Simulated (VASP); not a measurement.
Here is a VASP 6.6.1 calculation.

The input INCAR:

```
SYSTEM = In2O3
ALGO = Normal
EDIFF = 1E-7
EDIFFG = -0.01
ENCUT = 600
GGA = PE
IBRION = 2
ISIF = 3
ISMEAR = 0
LASPH = .True.
LCHARG = .False.
LREAL = .False.
LWAVE = .False.
NELM = 80
NSW = 100
PREC = Accurate
SIGMA = 0.1
```

The input KPOINTS:

```
k-points
0
Gamma
  10 10 10
  0 0 0
```

File POSCAR:

```
In2O3
1.0
    4.1431395921      0.0000000000      0.0000000000
    0.0000000000      4.1431395921      0.0000000000
    0.0000000000      0.0000000000      4.1431395921
In O
2 3
Direct
    0.5000000000      0.5000000000      0.5000000000
    0.0000000000      0.0000000000      0.0000000000
    0.0000000000      0.5000000000      0.5000000000
    0.5000000000      0.0000000000      0.5000000000
    0.5000000000      0.5000000000      0.0000000000
```

Potentials or basis: VASP PAW PBE potentials, release 64 (In_d, O).

Run with:

```bash
$ cat potpaw_PBE.64/In_d/POTCAR potpaw_PBE.64/O/POTCAR > POTCAR
$ mpirun -np 1 vasp_std > vasp.out
```

(1) Predict the relaxed volume.

(2) Estimate the space group after relaxing (to 0.05 Å).

Answers

(1) 14.25 Å³/atom.

(2) Pm-3m (No. 221).
